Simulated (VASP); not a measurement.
# Be4NiGe (F-43m) in VASP: single point with LDA

Aim: the single point of Be4NiGe with LDA.

Program: VASP 6.6.1. These are calculated values, not measurements. Logs are shortened: lines on timing, memory, paths and dates and some standing lists are left out, and cuts for length are marked.

## Step 1: The cell of the first run

The structure is cubic, space group F-43m (No. 216). Conventional cell: a = 6.132 Å, b = 6.132 Å, c = 6.132 Å, α = 90.00°, β = 90.00°, γ = 90.00°. Be (site symmetry 3m) has 6 Be at 2.14 to 2.20 Å and 3 Ni at 2.54 Å and 3 Ge at 2.55 Å within 2.8 Å. Within 3.4 Å of Ni (site symmetry -43m) lie 12 Be at 2.54 Å and 4 Ge at 2.66 Å. Within 3.4 Å of Ge (site symmetry -43m) lie 12 Be at 2.55 Å and 4 Ni at 2.66 Å.

## Step 2: Single point, LDA, collinear spin, ferromagnetic start

The input, INCAR:

```
  PREC = Accurate
  ENCUT = 520
  EDIFF = 1E-7
  ISMEAR = 0
  SIGMA = 0.1
  LREAL = False
  LASPH = True
  NELM = 150
  ALGO = Normal
  ISIF = 2
  LWAVE = False
  LCHARG = False
  ISPIN = 2
  MAGMOM = 0 0 0 0 1.5 0
  LORBIT = 11
  LMAXMIX = 4
  GGA = CA
  NBANDS = 29
```

The input, KPOINTS:

```
Automatic mesh
0
Gamma
  8 8 8
```

The input, POSCAR:

```
Be4NiGe
1.0
    0.0000000000      3.0659080000      3.0659080000
    3.0659080000      0.0000000000      3.0659080000
    3.0659080000      3.0659080000      0.0000000000
Be Ni Ge
4 1 1
Direct
    0.3767360000      0.3767360000      0.3767360000
    0.8697920000      0.3767360000      0.3767360000
    0.3767360000      0.3767360000      0.8697920000
    0.3767360000      0.8697920000      0.3767360000
    0.7500000000      0.7500000000      0.7500000000
    0.0000000000      0.0000000000      0.0000000000
```

Potentials or basis: VASP PAW LDA potentials, release 64 (Be, Ni, Ge_d).

Run with:

```
$ cat potpaw_LDA.64/Be/POTCAR potpaw_LDA.64/Ni/POTCAR potpaw_LDA.64/Ge_d/POTCAR > POTCAR
$ mpirun -np 1 vasp_std > vasp.out
```

OUTCAR:

```text
PREC = Accurate
   ENCUT = 520
   EDIFF = 1E-7
   ISMEAR = 0
   LREAL = False
   LASPH = True
   NELM = 150
   ISIF = 2
   ISPIN = 2
   LORBIT = 11
   GGA = CA

 ion  position               nearest neighbor table
   1  0.377  0.377  0.377-   2 2.14   3 2.14   4 2.14   3 2.20   4 2.20   2 2.20   5 2.54   5 2.54
                             5 2.54   6 2.55   6 2.55   6 2.55
   2  0.870  0.377  0.377-   1 2.14   3 2.14   4 2.14   1 2.20   3 2.20   4 2.20   5 2.54   5 2.54
                             5 2.54   6 2.55   6 2.55   6 2.55
   3  0.377  0.377  0.870-   1 2.14   2 2.14   4 2.14   1 2.20   4 2.20   2 2.20   5 2.54   5 2.54
                             5 2.54   6 2.55   6 2.55   6 2.55
   4  0.377  0.870  0.377-   1 2.14   2 2.14   3 2.14   3 2.20   1 2.20   2 2.20   5 2.54   5 2.54
                             5 2.54   6 2.55   6 2.55   6 2.55
   5  0.750  0.750  0.750-   1 2.54   3 2.54   4 2.54   1 2.54   2 2.54   3 2.54   1 2.54   2 2.54
                             4 2.54   2 2.54   3 2.54   4 2.54   6 2.66   6 2.66   6 2.66   6 2.66
   6  0.000  0.000  0.000-   2 2.55   3 2.55   4 2.55   1 2.55   1 2.55   1 2.55   2 2.55   2 2.55
                             3 2.55   4 2.55   3 2.55   4 2.55   5 2.66   5 2.66   5 2.66   5 2.66

  LATTYP: Found a face centered cubic cell.
 ALAT       =     6.1318160000

  Lattice vectors:

 A1 = (   0.0000000000,   3.0659080000,   3.0659080000)
 A2 = (   3.0659080000,   0.0000000000,   3.0659080000)
 A3 = (   3.0659080000,   3.0659080000,   0.0000000000)

Analysis of symmetry for initial positions (statically):
=====================================================================
 Subroutine PRICEL returns:
 Original cell was already a primitive cell.

 Routine SETGRP: Setting up the symmetry group for a
 face centered cubic supercell.

 Subroutine GETGRP returns: Found 24 space group operations
 (whereof 24 operations were pure point group operations)
 out of a pool of 48 trial point group operations.

The static configuration has the point symmetry T_d .

Analysis of symmetry for dynamics (positions and initial velocities):
=====================================================================
 Subroutine PRICEL returns:
 Original cell was already a primitive cell.

 Routine SETGRP: Setting up the symmetry group for a
 face centered cubic supercell.

 Subroutine GETGRP returns: Found 24 space group operations
 (whereof 24 operations were pure point group operations)
 out of a pool of 48 trial point group operations.

The dynamic configuration has the point symmetry T_d .

Analysis of structural, dynamic, and magnetic symmetry:
=====================================================================
 Subroutine PRICEL returns:
 Original cell was already a primitive cell.

 Routine SETGRP: Setting up the symmetry group for a
 face centered cubic supercell.

 Subroutine GETGRP returns: Found 24 space group operations
 (whereof 24 operations were pure point group operations)
 out of a pool of 48 trial point group operations.

The overall configuration has the point symmetry T_d .

 Subroutine INISYM returns: Found 24 space group operations
 (whereof 24 operations are pure point group operations),
 and found     1 'primitive' translations

----------------------------------------------------------------------------------------

                                     Primitive cell

  volume of cell :      57.6378

  direct lattice vectors                    reciprocal lattice vectors
     0.000000000  3.065908000  3.065908000    -0.163083824  0.163083824  0.163083824
     3.065908000  0.000000000  3.065908000     0.163083824 -0.163083824  0.163083824
     3.065908000  3.065908000  0.000000000     0.163083824  0.163083824 -0.163083824

  length of vectors
     4.335848675  4.335848675  4.335848675     0.282469469  0.282469469  0.282469469

  position of ions in fractional coordinates (direct lattice)
     0.376736000  0.376736000  0.376736000
     0.869792000  0.376736000  0.376736000
     0.376736000  0.376736000  0.869792000
     0.376736000  0.869792000  0.376736000
     0.750000000  0.750000000  0.750000000
     0.000000000  0.000000000  0.000000000

  ion indices of the primitive-cell ions
   primitive index   ion index
                 1           1
                 2           2
                 3           3
[... 58 lines left out ...]
   number of dos      NEDOS =    301   number of ions     NIONS =      6
   total plane-waves  NPLWV =  32768
   dimension x,y,z NGX =    32 NGY =   32 NGZ =   32
   dimension x,y,z NGXF=    64 NGYF=   64 NGZF=   64
   ions per type =               4   1   1
   NGX,Y,Z   is equivalent  to a cutoff of  12.27, 12.27, 12.27 a.u.
   NGXF,Y,Z  is equivalent  to a cutoff of  24.54, 24.54, 24.54 a.u.
 SYSTEM =  unknown system
   PREC   = accura    normal or accurate (medium, high low for compatibility)
   ISTART =      0    job   : 0-new  1-cont  2-samecut
   ICHARG =      2    charge: 1-file 2-atom 10-const
   ISPIN  =      2    spin polarized calculation?
   LNONCOLLINEAR =      F non collinear calculations
   LSORBIT =      F    spin-orbit coupling
   LASPH  =      T    aspherical Exc in radial PAW
   ENCUT  =  520.0 eV  38.22 Ry    6.18 a.u.   8.06  8.06  8.06*2*pi/ulx,y,z
   NELM   =    150;   NELMIN=  2; NELMDL= -5     # of ELM steps
   EDIFF  = 0.1E-06   stopping-criterion for ELM
   LREAL  =      F    real-space projection
   EDIFFG = 0.1E-05   stopping-criterion for IOM
   NSW    =      0    number of steps for IOM
   IBRION =     -1    ionic relax: 0-MD 1-quasi-New 2-CG
   NFREE  =      0    steps in history (QN), initial steepest desc. (CG)
   ISIF   =      2    stress and relaxation
   ISYM   =      2    0-nonsym 1-usesym 2-fastsym
   POTIM  = 0.5000    time-step for ionic-motion
   TEBEG  =    0.0;   TEEND  =   0.0 temperature during run
   PSTRESS=    0.0 pullay stress
   NELECT =      32.0000    total number of electrons
   NUPDOWN=      -1.0000    fix difference up-down
   EMIN   =  10.00;   EMAX   =-10.00  energy-range for DOS
   EFERMI =   0.00;   METHOD = LEGACY
   ISMEAR =     0;   SIGMA  =   0.10  broadening in eV -4-tet -1-fermi 0-gaus
   EFERMI_NEDOS =   21; number of points for ismear=-14 and -15
   IALGO  =     38    algorithm
   IMIX   =      4    mixing-type and parameters
     AMIX     =   0.40;   BMIX     =  1.00
     AMIX_MAG =   1.60;   BMIX_MAG =  1.00
  volume/ion in A,a.u.               =       9.61        64.83
  Fermi-wavevector in a.u.,A,eV,Ry     =   1.345517  2.542658 24.632188  1.810415
  Thomas-Fermi vector in A             =   2.473423
   LORBIT       =     11    0 simple, 1 ext, 2 COOP (PROOUT), +10 PAW based schemes
   GGA     = CA    functional components
   LHFCALC =     F    Hartree Fock is set to
   AEXX    =    0.0000 exact exchange contribution
   IVDW    =     0    specifies the selected vdW correction
   LEPSILON=     F    determine dielectric tensor
   LRPA    =     F    only Hartree local field effects (RPA)
 spin polarized calculation
 Gauss-broadening in eV      SIGMA  =   0.10
  energy-cutoff  :      520.00
  volume of cell :       57.64
 maximum number of plane-waves:      1572
   NGX = 17   NGY = 17   NGZ = 17

 number of electron      31.9999981 magnetization      -0.0000235

 number of electron      31.9999981 magnetization       0.0000120

 Free energy of the ion-electron system (eV)
  ---------------------------------------------------
  ext. energy  EPLUGINS =         0.00000000
  ---------------------------------------------------
  free energy    TOTEN  =       -28.75146807 eV

  energy without entropy =      -28.74704235  energy(sigma->0) =      -28.74925521

 E-fermi :   8.1851     XC(G=0): -11.7471

 val. band max:        8.1735238048   @ k =   0.5000   0.1250   0.0000
 cond. band min:       8.3415523852   @ k =   0.5000   0.0000   0.0000
 fundamental gap:      0.1680285804
 Fermi energy:         8.1851379683

 spin component 1

 k-point     1 :       0.0000    0.0000    0.0000
  band No.  band energies     occupation
      1     -17.1497      1.00000
      2     -17.1497      1.00000
      3     -17.1468      1.00000
      4     -17.1468      1.00000
      5     -17.1468      1.00000
      6      -4.6544      1.00000
[... 733 lines left out ...]
     27      18.8038      0.00000
     28      19.7474      0.00000

 [... further k-points ...]

 spin component 2

 k-point     1 :       0.0000    0.0000    0.0000
  band No.  band energies     occupation
      1     -17.1497      1.00000
      2     -17.1497      1.00000
      3     -17.1468      1.00000
      4     -17.1468      1.00000
      5     -17.1468      1.00000
      6      -4.6544      1.00000
[... 733 lines left out ...]
     27      18.8038      0.00000
     28      19.7474      0.00000

 [... further k-points ...]

 [bands above 28 left out]

------------------------ aborting loop because EDIFF is reached ----------------------------------------

  FORCE on cell =-STRESS in cart. coord.  units (eV):
  Direction    XX          YY          ZZ          XY          YZ          ZX
  --------------------------------------------------------------------------------------
  -------------------------------------------------------------------------------------
  Total       -2.7256551     -2.7256551     -2.7256551      0.0000000      0.0000000     -0.0000000
  in kB      -75.7659595    -75.7659595    -75.7659595      0.0000000      0.0000000     -0.0000000
  external PRESSURE =     -75.7659595 kB  Pullay stress =       0.0000000 kB

 VOLUME and BASIS-vectors are now :
 -----------------------------------------------------------------------------
  energy-cutoff  :      520.00
  volume of cell :       57.64
      direct lattice vectors                 reciprocal lattice vectors
     0.000000000  3.065908000  3.065908000    -0.163083824  0.163083824  0.163083824
     3.065908000  0.000000000  3.065908000     0.163083824 -0.163083824  0.163083824
     3.065908000  3.065908000  0.000000000     0.163083824  0.163083824 -0.163083824

 POSITION                                       TOTAL-FORCE (eV/Angst)
 -----------------------------------------------------------------------------------
      2.31008      2.31008      2.31008         0.000622      0.000622      0.000622
      2.31008      3.82174      3.82174         0.000622     -0.000622     -0.000622
      3.82174      3.82174      2.31008        -0.000622     -0.000622      0.000622
      3.82174      2.31008      3.82174        -0.000622      0.000622     -0.000622
      4.59886      4.59886      4.59886         0.000000     -0.000000     -0.000000
      0.00000      0.00000      0.00000         0.000000     -0.000000     -0.000000
 -----------------------------------------------------------------------------------
    total drift:                               -0.000000     -0.000000     -0.000000

  FREE ENERGIE OF THE ION-ELECTRON SYSTEM (eV)
  ---------------------------------------------------
  free  energy   TOTEN  =       -28.7514680658 eV

  energy  without entropy=      -28.7470423478  energy(sigma->0) =      -28.74925521

 total charge

# of ion       s       p       d       tot
------------------------------------------
    1        0.409   0.719   0.000   1.128
    2        0.409   0.719   0.000   1.128
    3        0.409   0.719   0.000   1.128
    4        0.409   0.719   0.000   1.128
    5        0.417   0.497   8.420   9.334
    6        1.152   1.171  10.101  12.424
--------------------------------------------------
tot          3.207   4.543  18.521  26.271

 magnetization (x)

# of ion       s       p       d       tot
------------------------------------------
    1       -0.000  -0.000   0.000  -0.000
    2       -0.000  -0.000   0.000  -0.000
    3       -0.000  -0.000   0.000  -0.000
    4       -0.000  -0.000   0.000  -0.000
    5        0.000   0.000   0.000   0.000
    6        0.000   0.000   0.000   0.000
--------------------------------------------------
tot          0.000  -0.000   0.000   0.000
```

Run time: 2.5 min. Hardware: 1 thread of Intel Xeon 8259CL, shared host; peak memory 0.22 GiB.

Results:

| Item | Value |
| --- | --- |
| Free energy | -28.7515 eV |
| Pressure | -7.6 GPa |
| Band gap on the k mesh | zero (filled and empty bands overlap) |
| Net moment | 0.00 μB per cell |
| Valence electrons inside the program's atomic spheres | Be 1.13; Ni 9.33; Ge 12.42 |

Caveat: the cell stands under tension; the moments typed at the start vanished in this run.

The gap in the log of VASP goes by the Fermi energy; the results here count the filled bands.